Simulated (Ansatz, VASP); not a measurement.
# Two plane-wave programs on ZnF2

Contents of POSCAR:

```
ZnF2
1.0
    4.7033622564      0.0000000000      0.0000000000
    0.0000000000      4.7033622564      0.0000000000
    0.0000000000      0.0000000000      3.2787501618
Zn F
2 4
Direct
    0.0000000000      0.0000000000      0.0000000000
    0.5000000000      0.5000000000      0.5000000000
    0.3042305215      0.3042305215      0.0000000000
    0.1957694785      0.8042305215      0.5000000000
    0.6957694785      0.6957694785      0.0000000000
    0.8042305215      0.1957694785      0.5000000000
```

Contents of INCAR.step1:

```
SYSTEM = ZnF2
PREC = Accurate ; ENCUT = 660
ISMEAR = 0 ; SIGMA = 0.01
LREAL = .False. ; LASPH = .True.
NELM = 120 ; NBANDS = 35
GGA = PE ; ALGO = Normal
EDIFF = 1E-5 ; LWAVE = .True.
LCHARG = .False. ; GGA_COMPAT = .False.
```

INCAR.step2

```
SYSTEM = ZnF2
PREC = Accurate ; ENCUT = 660
EDIFF = 1E-6 ; ISMEAR = 0
SIGMA = 0.01 ; LREAL = .False.
LASPH = .True. ; NELM = 120
ALGO = Normal ; ISIF = 2
LWAVE = .False. ; LCHARG = .False.
METAGGA = R2SCAN ; LMIXTAU = .True.
NBANDS = 35 ; ISTART = 1
GGA_COMPAT = .False.
```

KPOINTS

```
Automatic mesh
0
Gamma
  6 6 8
  0 0 0
```

Input for Ansatz:

```yaml
crystal:
  lattice:
    - [4.7033622564, 0.0, 0.0]
    - [0.0, 4.7033622564, 0.0]
    - [0.0, 0.0, 3.2787501618]
  atoms:
    - { symbol: Zn, position: [0.0, 0.0, 0.0] }
    - { symbol: Zn, position: [0.5, 0.5, 0.5] }
    - { symbol: F, position: [0.3042305215, 0.3042305215, 0.0] }
    - { symbol: F, position: [0.1957694785, 0.8042305215, 0.5] }
    - { symbol: F, position: [0.6957694785, 0.6957694785, 0.0] }
    - { symbol: F, position: [0.8042305215, 0.1957694785, 0.5] }
kpoints:
  mp_grid: { grid: [6, 6, 8] }
  band_path:
    path:
      - [0.0, 0.0, 0.0]
      - [0.0, 0.5, 0.0]
      - [0.5, 0.5, 0.0]
      - [0.0, 0.0, 0.5]
      - [0.0, 0.5, 0.5]
      - [0.5, 0.5, 0.5]
    npoints: 1
hamiltonian:
  xc: r2scan
scf:
  occupations: { method: fixed }
  n_extra_bands: 5
output:
  forces: true
  stress: true
  eigenvalues: true
  write_density: true
  write_potential: true
  elf: true
  volumetric_format: npy
```

Change from the starting cell: uniaxial_z strain +4.9%.

Alike in both runs: task single point; functional r2SCAN; k mesh 6 × 6 × 8; no spin polarisation.

```csv
,VASP,Ansatz
version,VASP 6.6.1,Ansatz 0.2.0
potentials or method,"VASP PAW PBE potentials, release 64 (Zn, F)","plane waves, PAW"
plane-wave cutoff (eV),660,500
occupations,"gaussian, width 0.01 eV",fixed
valence electrons in the cell,52,52
```

Ansatz gave:

| Quantity | Value |
| --- | --- |
| gap on the k mesh at the Fermi level (eV) | 4.13 |
| pressure (GPa) | -5.7 |
| traceless stress, the component that is largest in VASP (GPa) | -2.99 |

**Question.** Which values does VASP return?

**Answer.** gap on the k mesh at the Fermi level (eV): 4.08; pressure (GPa): -5.4; traceless stress, the component that is largest in VASP (GPa): -2.83.

VASP's potentials were made for PBE, not for r2SCAN.
